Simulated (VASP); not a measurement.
# MgS (P6_3/mmc) in VASP: notebook, part 2 of 2

VASP 6.6.1. The steps go on from the part before.

## Step 4: Single point, r2SCAN

POSCAR

```
MgS
1.0
    3.6454348062      0.0000000000      0.0000000000
   -1.8227174031      3.1570391500      0.0000000000
    0.0000000000      0.0000000000      6.1473560910
Mg S
2 2
Direct
    0.0000000000      0.0000000000      0.0000000000
    0.0000000000      0.0000000000      0.5000000000
    0.3333333333      0.6666666667      0.2500000000
    0.6666666667      0.3333333333      0.7500000000
```

INCAR.step1

```
  ALGO = Normal
  EDIFF = 1E-4
  ENCUT = 520
  GGA = PE
  ISMEAR = -1
  LASPH = True
  LCHARG = False
  LREAL = False
  LWAVE = True
  NBANDS = 16
  NELM = 100
  PREC = Accurate
  SIGMA = 0.02
```

INCAR.step2

```
  ALGO = Normal
  EDIFF = 1E-6
  ENCUT = 520
  ISIF = 2
  ISMEAR = -1
  ISTART = 1
  LASPH = True
  LCHARG = True
  LELF = True
  LMIXTAU = True
  LREAL = False
  LVHAR = True
  LWAVE = False
  METAGGA = R2SCAN
  NBANDS = 16
  NELM = 100
  PREC = Accurate
  SIGMA = 0.02
```

KPOINTS

```
k-points
0
Gamma
  12 12 4
```

Potentials or basis: VASP PAW PBE potentials, release 64 (Mg, S).

Run with:

```
$ cat potpaw_PBE.64/Mg/POTCAR potpaw_PBE.64/S/POTCAR > POTCAR
$ cp INCAR.step1 INCAR
$ mpirun -np 1 vasp_std > vasp.out
$ cp INCAR.step2 INCAR
$ mpirun -np 1 vasp_std > vasp.out
```

OUTCAR:

```text
EDIFF = 1E-6
   ENCUT = 520
   ISIF = 2
   ISMEAR = -1
   ISTART = 1
   LASPH = True
   LREAL = False
   METAGGA = R2SCAN
   NELM = 100
   PREC = Accurate

 ion  position               nearest neighbor table
   1  0.000  0.000  0.000-   3 2.61   4 2.61   3 2.61   4 2.61   4 2.61   3 2.61   2 3.07   2 3.07

   2  0.000  0.000  0.500-   3 2.61   4 2.61   3 2.61   4 2.61   4 2.61   3 2.61   1 3.07   1 3.07

   3  0.333  0.667  0.250-   1 2.61   2 2.61   1 2.61   2 2.61   1 2.61   2 2.61
   4  0.667  0.333  0.750-   1 2.61   2 2.61   1 2.61   2 2.61   1 2.61   2 2.61

  LATTYP: Found a hexagonal cell.
 ALAT       =     3.6454348062
 C/A-ratio  =     1.6863162881

  Lattice vectors:

 A1 = (   3.6454348062,   0.0000000000,   0.0000000000)
 A2 = (  -1.8227174031,   3.1570391500,   0.0000000000)
 A3 = (   0.0000000000,   0.0000000000,   6.1473560910)

Analysis of symmetry for initial positions (statically):
=====================================================================
 Subroutine PRICEL returns:
[... 171 lines left out ...]
  ext. energy  EPLUGINS =         0.00000000
  ---------------------------------------------------
  free energy    TOTEN  =       -30.89831972 eV

  energy without entropy =      -30.89831972  energy(sigma->0) =      -30.89831972

 E-fermi :   3.8545     XC(G=0): -10.0651

 val. band max:        3.4804854178   @ k =   0.0000   0.0000   0.0000
 cond. band min:       7.5297557935   @ k =   0.3333   0.3333   0.0000
 fundamental gap:      4.0492703758
 Fermi energy:         3.8544532880

 k-point     1 :       0.0000    0.0000    0.0000
  band No.  band energies     occupation
      1      -9.7369      2.00000
      2      -8.5114      2.00000
      3      -1.5176      2.00000
      4       2.9713      2.00000
      5       2.9713      2.00000
      6       3.2258      2.00000
[... 433 lines left out ...]
      3      -0.6049      2.00000
      4       0.0356      2.00000
      5       0.7118      2.00000
      6       2.1872      2.00000
[... 8 lines left out ...]
     15      14.1851      0.00000
     16      14.7438      0.00000

 [... further k-points ...]
[... 5 lines left out ...]
  --------------------------------------------------------------------------------------
  -------------------------------------------------------------------------------------
  Total       -0.1924643     -0.1924643     -0.2295259      0.0000000     -0.0000000      0.0000000
  in kB       -4.3585612     -4.3585612     -5.1978603      0.0000000     -0.0000000      0.0000000
  external PRESSURE =      -4.6383275 kB  Pullay stress =       0.0000000 kB

 VOLUME and BASIS-vectors are now :
 -----------------------------------------------------------------------------
  energy-cutoff  :      520.00
  volume of cell :       70.75
      direct lattice vectors                 reciprocal lattice vectors
     3.645434806  0.000000000  0.000000000     0.274315700  0.158376243  0.000000000
    -1.822717403  3.157039150  0.000000000     0.000000000  0.316752486  0.000000000
     0.000000000  0.000000000  6.147356091     0.000000000  0.000000000  0.162671559

 POSITION                                       TOTAL-FORCE (eV/Angst)
 -----------------------------------------------------------------------------------
      0.00000      0.00000      0.00000        -0.000000      0.000000     -0.000000
      0.00000      0.00000      3.07368        -0.000000      0.000000     -0.000000
     -0.00000      2.10469      1.53684        -0.000000     -0.000000      0.000000
      1.82272      1.05235      4.61052         0.000000      0.000000     -0.000000
 -----------------------------------------------------------------------------------
    total drift:                                0.000000     -0.000000     -0.000000

  FREE ENERGIE OF THE ION-ELECTRON SYSTEM (eV)
  ---------------------------------------------------
  free  energy   TOTEN  =       -30.8983197196 eV

  energy  without entropy=      -30.8983197195  energy(sigma->0) =      -30.89831972
```

OUTCAR.step1:

```text
EDIFF = 1E-4
   ENCUT = 520
   GGA = PE
   ISMEAR = -1
   LASPH = True
   LREAL = False
[... 688 lines left out ...]
      0.00000      0.00000      3.07368         0.000000      0.000000      0.000000
     -0.00000      2.10469      1.53684        -0.000000      0.000000      0.000000
      1.82272      1.05235      4.61052         0.000000     -0.000000     -0.000000
 -----------------------------------------------------------------------------------
    total drift:                                0.000000     -0.000000     -0.000000

  FREE ENERGIE OF THE ION-ELECTRON SYSTEM (eV)
  ---------------------------------------------------
  free  energy   TOTEN  =       -16.8995067870 eV

  energy  without entropy=      -16.8995067870  energy(sigma->0) =      -16.89950679
```

Wall time 1.9 min (1 thread of Intel Xeon 6975P-C (Granite Rapids), shared host); peak memory 0.23 GiB.

Results:

```
Free energy            : -30.8983 eV
Pressure               : -0.5 GPa
Band gap on the k mesh : 4.05 eV, indirect (least direct gap 4.41 eV)
```

Stress tensor (GPa, compression positive):
```
-0.44  0.00  0.00
 0.00 -0.44  0.00
 0.00  0.00 -0.52
```

Levels at points of the mesh, in eV from the valence-band top:
| k point | band 4 | band 5 | band 6 | band 7 | band 8 | band 9 | band 10 | band 11 | band 12 | band 13 |
| --- | --- | --- | --- | --- | --- | --- | --- | --- | --- | --- |
| (0.00, 0.00, 0.00) | -0.51 | -0.51 | -0.25 | 0.00 | 0.00 | 4.41 | 5.30 | 7.38 | 8.45 | 8.45 |
| (0.50, 0.00, 0.00) | -3.68 | -2.91 | -1.71 | -1.63 | -0.64 | 4.61 | 5.02 | 5.58 | 7.53 | 8.82 |
| (0.00, 0.00, 0.50) | -3.01 | -0.26 | -0.26 | -0.26 | -0.26 | 5.55 | 5.55 | 8.17 | 8.17 | 8.17 |
| (0.50, 0.00, 0.50) | -4.59 | -1.56 | -1.56 | -1.19 | -1.19 | 4.64 | 4.64 | 5.85 | 5.85 | 9.61 |

Caveat: the PAW data sets were made with another functional, which shifts forces and pressure a little.

## Step 5: Single point, r2SCAN

POSCAR is that of step 4.

INCAR.step1

```
PREC = Accurate ; ENCUT = 520
ISMEAR = 0 ; SIGMA = 0.01
LREAL = F ; LASPH = T
NELM = 100 ; NBANDS = 16
GGA = PE ; ALGO = Normal
EDIFF = 1E-4 ; LWAVE = T
LCHARG = F
```

INCAR.step2

```
PREC = Accurate ; ENCUT = 520
EDIFF = 1E-7 ; ISMEAR = 0
SIGMA = 0.01 ; LREAL = F
LASPH = T ; NELM = 100
ALGO = Normal ; ISIF = 2
LWAVE = F ; LCHARG = T
METAGGA = R2SCAN ; LMIXTAU = T
LELF = T ; LVHAR = T
NBANDS = 16 ; ISTART = 1
```

KPOINTS

```
regular mesh
0
Gamma
  12 12 4
```

Potentials or basis: VASP PAW PBE potentials, release 64 (Mg, S).

Run with:

```
$ cat potpaw_PBE.64/Mg/POTCAR potpaw_PBE.64/S/POTCAR > POTCAR
$ cp INCAR.step1 INCAR
$ mpirun -np 1 vasp_std > vasp.out
$ cp INCAR.step2 INCAR
$ mpirun -np 1 vasp_std > vasp.out
```

OUTCAR:

```text
PREC = Accurate
   ENCUT = 520
   EDIFF = 1E-7
   ISMEAR = 0
   LREAL = F
   LASPH = T
   NELM = 100
   ISIF = 2
   METAGGA = R2SCAN
   ISTART = 1

 ion  position               nearest neighbor table
   1  0.000  0.000  0.000-   3 2.61   4 2.61   3 2.61   4 2.61   4 2.61   3 2.61   2 3.07   2 3.07

   2  0.000  0.000  0.500-   3 2.61   4 2.61   3 2.61   4 2.61   4 2.61   3 2.61   1 3.07   1 3.07

   3  0.333  0.667  0.250-   1 2.61   2 2.61   1 2.61   2 2.61   1 2.61   2 2.61
   4  0.667  0.333  0.750-   1 2.61   2 2.61   1 2.61   2 2.61   1 2.61   2 2.61

  LATTYP: Found a hexagonal cell.
 ALAT       =     3.6454348062
 C/A-ratio  =     1.6863162881

  Lattice vectors:

 A1 = (   3.6454348062,   0.0000000000,   0.0000000000)
 A2 = (  -1.8227174031,   3.1570391500,   0.0000000000)
 A3 = (   0.0000000000,   0.0000000000,   6.1473560910)

Analysis of symmetry for initial positions (statically):
=====================================================================
 Subroutine PRICEL returns:
 Original cell was already a primitive cell.

 Routine SETGRP: Setting up the symmetry group for a
 hexagonal supercell.

 Subroutine GETGRP returns: Found 24 space group operations
 (whereof 12 operations were pure point group operations)
 out of a pool of 24 trial point group operations.

The static configuration has the point symmetry D_3d.
 The point group associated with its full space group is D_6h.

Analysis of symmetry for dynamics (positions and initial velocities):
=====================================================================
 Subroutine PRICEL returns:
 Original cell was already a primitive cell.

 Routine SETGRP: Setting up the symmetry group for a
 hexagonal supercell.

 Subroutine GETGRP returns: Found 24 space group operations
 (whereof 12 operations were pure point group operations)
 out of a pool of 24 trial point group operations.

The dynamic configuration has the point symmetry D_3d.
 The point group associated with its full space group is D_6h.

 Subroutine INISYM returns: Found 24 space group operations
 (whereof 12 operations are pure point group operations),
 and found     1 'primitive' translations

----------------------------------------------------------------------------------------

                                     Primitive cell

  volume of cell :      70.7486

  direct lattice vectors                    reciprocal lattice vectors
     3.645434806  0.000000000  0.000000000     0.274315700  0.158376243  0.000000000
    -1.822717403  3.157039150  0.000000000     0.000000000  0.316752486  0.000000000
     0.000000000  0.000000000  6.147356091     0.000000000  0.000000000  0.162671559

  length of vectors
     3.645434806  3.645434806  6.147356091     0.316752486  0.316752486  0.162671559

  position of ions in fractional coordinates (direct lattice)
     0.000000000  0.000000000  0.000000000
     0.000000000  0.000000000  0.500000000
     0.333333333  0.666666667  0.250000000
     0.666666667  0.333333333  0.750000000

  ion indices of the primitive-cell ions
   primitive index   ion index
                 1           1
                 2           2
                 3           3
                 4           4

----------------------------------------------------------------------------------------

 KPOINTS: regular mesh

Automatic generation of k-mesh.
 Grid dimensions read from file:
 generate k-points for:   12   12    4

 Generating k-lattice:

  Cartesian coordinates                     Fractional coordinates (reciprocal lattice)
     0.022859642  0.013198020  0.000000000     0.083333333 -0.000000000  0.000000000
     0.000000000  0.026396041  0.000000000     0.000000000  0.083333333  0.000000000
     0.000000000  0.000000000  0.040667890     0.000000000  0.000000000  0.250000000

  Length of vectors
     0.026396041  0.026396041  0.040667890

  Shift w.r.t. Gamma in fractional coordinates (k-lattice)
     0.000000000  0.000000000  0.000000000

 Subroutine IBZKPT returns following result:
 ===========================================

 Found     57 irreducible k-points:

 Following reciprocal coordinates:
            Coordinates               Weight
  0.000000  0.000000  0.000000      1.000000
  0.083333  0.000000  0.000000      6.000000
  0.166667  0.000000  0.000000      6.000000
  0.250000  0.000000  0.000000      6.000000
  0.333333  0.000000  0.000000      6.000000
  0.416667  0.000000  0.000000      6.000000
[... 16 lines left out ...]
  0.250000  0.000000  0.250000     12.000000
  0.333333  0.000000  0.250000     12.000000
 [... further k-points ...]
   k-points           NKPTS =     57   k-points in BZ     NKDIM =     57   number of bands    NBANDS=     16
   number of dos      NEDOS =    301   number of ions     NIONS =      4
   total plane-waves  NPLWV =  37632
   dimension x,y,z NGX =    28 NGY =   28 NGZ =   48
   dimension x,y,z NGXF=    56 NGYF=   56 NGZF=   96
   ions per type =               2   2
   NGX,Y,Z   is equivalent  to a cutoff of  12.77, 12.77, 12.98 a.u.
   NGXF,Y,Z  is equivalent  to a cutoff of  25.54, 25.54, 25.96 a.u.
 SYSTEM =  unknown system
   PREC   = accura    normal or accurate (medium, high low for compatibility)
   ISTART =      1    job   : 0-new  1-cont  2-samecut
   ICHARG =      0    charge: 1-file 2-atom 10-const
   ISPIN  =      1    spin polarized calculation?
   LNONCOLLINEAR =      F non collinear calculations
   LSORBIT =      F    spin-orbit coupling
   LASPH  =      T    aspherical Exc in radial PAW
   ENCUT  =  520.0 eV  38.22 Ry    6.18 a.u.   6.78  6.78 11.43*2*pi/ulx,y,z
   NELM   =    100;   NELMIN=  2; NELMDL=  0     # of ELM steps
   EDIFF  = 0.1E-06   stopping-criterion for ELM
   LREAL  =      F    real-space projection
   EDIFFG = 0.1E-05   stopping-criterion for IOM
   NSW    =      0    number of steps for IOM
   IBRION =     -1    ionic relax: 0-MD 1-quasi-New 2-CG
   NFREE  =      0    steps in history (QN), initial steepest desc. (CG)
   ISIF   =      2    stress and relaxation
   ISYM   =      2    0-nonsym 1-usesym 2-fastsym
   POTIM  = 0.5000    time-step for ionic-motion
   TEBEG  =    0.0;   TEEND  =   0.0 temperature during run
   PSTRESS=    0.0 pullay stress
   NELECT =      16.0000    total number of electrons
   NUPDOWN=      -1.0000    fix difference up-down
   EMIN   =  10.00;   EMAX   =-10.00  energy-range for DOS
   EFERMI =   0.00;   METHOD = LEGACY
   ISMEAR =     0;   SIGMA  =   0.01  broadening in eV -4-tet -1-fermi 0-gaus
   EFERMI_NEDOS =   21; number of points for ismear=-14 and -15
   IALGO  =     38    algorithm
   IMIX   =      4    mixing-type and parameters
     AMIX     =   0.40;   BMIX     =  1.00
     AMIX_MAG =   1.60;   BMIX_MAG =  1.00
  volume/ion in A,a.u.               =      17.69       119.36
  Fermi-wavevector in a.u.,A,eV,Ry     =   0.997414  1.884840 13.535556  0.994835
  Thomas-Fermi vector in A             =   2.129569
   LORBIT       =      0    0 simple, 1 ext, 2 COOP (PROOUT), +10 PAW based schemes
   METAGGA = R2SCAN    functional components
   LHFCALC =     F    Hartree Fock is set to
   AEXX    =    0.0000 exact exchange contribution
   IVDW    =     0    specifies the selected vdW correction
   LEPSILON=     F    determine dielectric tensor
   LRPA    =     F    only Hartree local field effects (RPA)
 non-spin polarized calculation
 Gauss-broadening in eV      SIGMA  =   0.01
  energy-cutoff  :      520.00
  volume of cell :       70.75
 maximum number of plane-waves:      1922
 NGX is ok and might be reduce to    28
   NGX = 13   NGY = 13   NGZ = 23

 number of electron      16.0000000 magnetization

 Free energy of the ion-electron system (eV)
  ---------------------------------------------------
  ext. energy  EPLUGINS =         0.00000000
  ---------------------------------------------------
  free energy    TOTEN  =       -30.89831936 eV

  energy without entropy =      -30.89831936  energy(sigma->0) =      -30.89831936

 E-fermi :   3.5731     XC(G=0): -10.0651

 val. band max:        3.4804870736   @ k =   0.0000   0.0000   0.0000
 cond. band min:       7.5297536250   @ k =   0.3333   0.3333   0.0000
 fundamental gap:      4.0492665514
 Fermi energy:         3.5731041613

 k-point     1 :       0.0000    0.0000    0.0000
  band No.  band energies     occupation
      1      -9.7369      2.00000
      2      -8.5114      2.00000
      3      -1.5176      2.00000
      4       2.9713      2.00000
      5       2.9713      2.00000
      6       3.2258      2.00000
[... 433 lines left out ...]
      3      -0.6049      2.00000
      4       0.0356      2.00000
      5       0.7118      2.00000
      6       2.1872      2.00000
[... 8 lines left out ...]
     15      14.1851      0.00000
     16      14.7438      0.00000

 [... further k-points ...]
[... 5 lines left out ...]
  --------------------------------------------------------------------------------------
  -------------------------------------------------------------------------------------
  Total       -0.1925280     -0.1925280     -0.2295895      0.0000000      0.0000000      0.0000000
  in kB       -4.3600032     -4.3600032     -5.1993000      0.0000000      0.0000000      0.0000000
  external PRESSURE =      -4.6397688 kB  Pullay stress =       0.0000000 kB

 VOLUME and BASIS-vectors are now :
 -----------------------------------------------------------------------------
  energy-cutoff  :      520.00
  volume of cell :       70.75
      direct lattice vectors                 reciprocal lattice vectors
     3.645434806  0.000000000  0.000000000     0.274315700  0.158376243  0.000000000
    -1.822717403  3.157039150  0.000000000     0.000000000  0.316752486  0.000000000
     0.000000000  0.000000000  6.147356091     0.000000000  0.000000000  0.162671559

 POSITION                                       TOTAL-FORCE (eV/Angst)
 -----------------------------------------------------------------------------------
      0.00000      0.00000      0.00000        -0.000000      0.000000     -0.000000
      0.00000      0.00000      3.07368        -0.000000      0.000000     -0.000000
     -0.00000      2.10469      1.53684         0.000000     -0.000000     -0.000000
      1.82272      1.05235      4.61052        -0.000000      0.000000      0.000000
 -----------------------------------------------------------------------------------
    total drift:                                0.000000     -0.000000     -0.000000

  FREE ENERGIE OF THE ION-ELECTRON SYSTEM (eV)
  ---------------------------------------------------
  free  energy   TOTEN  =       -30.8983193578 eV

  energy  without entropy=      -30.8983193578  energy(sigma->0) =      -30.89831936
```

Wall time 2.1 min (1 thread of Intel Xeon 6975P-C (Granite Rapids), shared host); peak memory 0.23 GiB.

Results:

| Quantity | Value |
| --- | --- |
| Free energy | -30.8983 eV |
| Pressure | -0.5 GPa |
| Band gap on the k mesh | 4.05 eV, indirect (least direct gap 4.41 eV) |

Stress tensor (GPa, compression positive):
```
-0.44  0.00  0.00
 0.00 -0.44  0.00
 0.00  0.00 -0.52
```

Caveat: the PAW data sets were made with another functional, which shifts forces and pressure a little.

## Step 6: Summary

```csv
level,potentials or basis,cell,smearing,gap on the mesh (eV),pressure (GPa)
LDA,"VASP PAW LDA potentials, release 64 (Mg, S)","a = 3.645, b = 3.645, c = 6.147 Å, angles 90.0, 90.0, 120.0°, 4 atoms",gaussian 0.01 eV,3.19,-3.8
PBE,"VASP PAW PBE potentials, release 64 (Mg, S)","a = 3.666, b = 3.666, c = 6.178 Å, angles 90.0, 90.0, 120.0°, 4 atoms",fermi-dirac 0.02 eV,3.38,-0.3
r2SCAN,"VASP PAW PBE potentials, release 64 (Mg, S)","a = 3.645, b = 3.645, c = 6.147 Å, angles 90.0, 90.0, 120.0°, 4 atoms",fermi-dirac 0.02 eV,4.05,-0.5
r2SCAN,"VASP PAW PBE potentials, release 64 (Mg, S)","a = 3.645, b = 3.645, c = 6.147 Å, angles 90.0, 90.0, 120.0°, 4 atoms",gaussian 0.01 eV,4.05,-0.5
```

Alike in all rows: task single point; no spin polarisation; k mesh 12 × 12 × 4; cutoff (eV) 520.

Caveats: the PAW data sets were made with another functional, which shifts forces and pressure a little (some runs).

Absolute energies hang on the potentials; compare differences alone.
